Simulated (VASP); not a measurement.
A run of VASP 6.6.1 is set up as follows.

INCAR

```
PREC = Accurate ; ENCUT = 500
EDIFF = 1E-7 ; ISMEAR = -1
SIGMA = 0.1 ; LREAL = F
LASPH = T ; NELM = 120
ALGO = Normal ; ISIF = 3
LWAVE = F ; LCHARG = F
IBRION = 2 ; NSW = 32
EDIFFG = -0.005 ; PSTRESS = 790.0
GGA_COMPAT = F ; NELMIN = 4
```

The input KPOINTS:

```
Automatic mesh
0
Gamma
  16 16 16
```

File POSCAR:

```
Br
1.0
    0.0000000000      1.9088443980      1.9088443980
    1.9088443980      0.0000000000      1.9088443980
    1.9088443980      1.9088443980      0.0000000000
Br
1
Direct
    0.0000000000      0.0000000000      0.0000000000
```

Potentials or basis: VASP PAW LDA potentials, release 64 (Br).

Launch:

```console
$ cat potpaw_LDA.64/Br/POTCAR > POTCAR
$ mpirun -np 1 vasp_std > vasp.out
```

Question: What does it give for the space group after relaxing (to 0.05 Å)?

Answer: Fm-3m (No. 225).

Question: What does it give for the relaxed volume?

Answer: 13.94 Å³/atom.

Question: What does it give for the relaxed cell?

Answer: a = 2.701 Å, b = 2.701 Å, c = 2.701 Å, α = 60.00°, β = 60.00°, γ = 60.00°.

Step by step:
```tsv
step	energy change (eV)	largest force (eV/Å)	pressure (GPa)	volume (Å³)
1	0.0000	0.0000	79.64	13.91
2	-0.0545	0.0000	76.95	14.02
3	-0.0130	0.0000	79.00	13.94
```

Caveat: the cell is relaxed towards a set pressure, so the enthalpy falls and the energy may rise; an odd number of electrons without spin polarisation forces a metal; a magnetic or distorted state may lie lower.
